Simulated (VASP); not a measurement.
# HfN: single point with r2SCAN

The system is HfN.

```xyz
4
Lattice="2.2288 2.2288 0.0000 -2.2288 2.2288 0.0000 0.0000 0.0000 4.5662" Properties=species:S:1:pos:R:3 pbc="T T T"
Hf    0.0000    0.0000    0.0000
Hf    0.0000    2.2288    2.2831
N     0.0000    2.2288    0.0000
N     0.0000    0.0000    2.2831
```

This cell differs from its parent crystal: biaxial strain in the a-b plane: -1.5 %.

```json
{
  "Program": "VASP 6.6.1",
  "Task": "single point",
  "Functional": "r2SCAN",
  "Potentials or basis": "VASP PAW PBE potentials, release 64 (Hf_pv, N)",
  "Cutoff": "520 eV",
  "k mesh": "16 × 16 × 12",
  "Occupations": "gaussian, width 0.1 eV",
  "Spin": "no spin polarisation"
}
```

* Pressure: 3.9 GPa
* Band gap on the k mesh: zero (band 15 reaches 12.14 eV, above the bottom of band 16 at 4.69 eV)

Stress tensor (GPa, compression positive):
```
 8.29  0.00  0.00
 0.00  8.29  0.00
 0.00  0.00 -4.77
```

Levels at points of the mesh, in eV from the Fermi level:
| k point | band 13 | band 14 | band 15 | band 16 | band 17 | band 18 |
| --- | --- | --- | --- | --- | --- | --- |
| (0.00, 0.00, 0.00) | -3.52 | -3.41 | -3.41 | -0.53 | -0.25 | -0.25 |
| (0.50, 0.00, 0.00) | -5.96 | -5.96 | 1.97 | 1.97 | 2.40 | 2.40 |
| (0.50, 0.50, 0.00) | -4.12 | -4.12 | -3.99 | -3.99 | 4.17 | 4.17 |
| (0.00, 0.00, 0.50) | -4.18 | -4.18 | -2.57 | -2.57 | 3.13 | 3.13 |
| (0.50, 0.00, 0.50) | -6.74 | -6.74 | 3.46 | 3.46 | 3.79 | 3.79 |
| (0.50, 0.50, 0.50) | -5.85 | -5.85 | 0.92 | 0.92 | 0.92 | 0.92 |

Wall time 4.5 min on 1 thread of Intel(R) Xeon(R) 6975P-C (Granite Rapids) (shared host), peak memory 0.38 GiB.

Caveat: the cell differs from its parent crystal (biaxial strain in the a-b plane: -1.5 %); the PAW data sets were made with another functional, which shifts forces and pressure a little; spin-orbit coupling is left out, which moves the levels of the heavy elements.
